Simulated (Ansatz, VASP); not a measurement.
**Two plane-wave programs on Na**

The input INCAR:

```
ALGO = Normal
EDIFF = 1E-7
ENCUT = 520
GGA = RE
ISIF = 2
ISMEAR = -1
LASPH = T
LCHARG = F
LREAL = F
LWAVE = F
NBANDS = 18
NELM = 100
PREC = Accurate
SIGMA = 0.1
```

The input KPOINTS:

```
k-points
0
Gamma
  7 7 10
```

Contents of POSCAR:

```
Na
1.0
    5.8839841690      0.0000000000      0.0000000000
   -2.9419920845      5.0956797658      0.0000000000
    0.0000000000      0.0000000000      3.4895235190
Na
3
Direct
    1.0000000000      1.0000000000      0.0000000000
    0.3333333333      0.6666666667      0.5000000000
    0.6666666667      0.3333333333      0.5000000000
```

Input for Ansatz:

```yaml
crystal:
  lattice:
    - [5.883984169, 0.0, 0.0]
    - [-2.9419920845, 5.0956797658, 0.0]
    - [0.0, 0.0, 3.489523519]
  atoms:
    - { symbol: Na, position: [1.0, 1.0, 0.0] }
    - { symbol: Na, position: [0.3333333333, 0.6666666667, 0.5] }
    - { symbol: Na, position: [0.6666666667, 0.3333333333, 0.5] }
hamiltonian:
  xc: revpbe
  pseudopotentials:
    kind: paw
    azcp:
      Na: "pseudopotentials/Na.paw.azcp"
basis:
  ecutwfc: 420
  fft_grid_basis: typed
kpoints:
  mp_grid: { grid: [7, 7, 10], shift: [0, 0, 0] }
magnetization:
  spin_polarized: false
scf:
  occupations: { method: fermi_dirac, width: 0.1 }
  lower_state_search: "off"
output:
  stress: true
```

Alike in both runs: task single point; functional revPBE; k mesh 7 × 7 × 10; occupations fermi-dirac, width 0.1 eV; no spin polarisation.

```csv
,VASP,Ansatz
version,VASP 6.6.1,Ansatz 0.2.0
potentials or method,"VASP PAW PBE potentials, release 64 (Na_pv), cutoff 520 eV","plane waves (420 eV) with PAW, scalar-relativistic"
valence electrons in the cell,21,27
```

```tsv
	VASP	Ansatz	Ansatz less VASP
pressure (GPa)	1.1	1.1	+0.01
traceless stress, the component that is largest in VASP (GPa)	0.08	0.08	+0.002
```

VASP's potentials were made for PBE, not for revPBE. The functional is the same, so the differences come from potentials, cutoffs and numerics. VASP's potentials hold 21 valence electrons a cell and Ansatz's 27, so a difference there can come from the potentials and not from the codes.
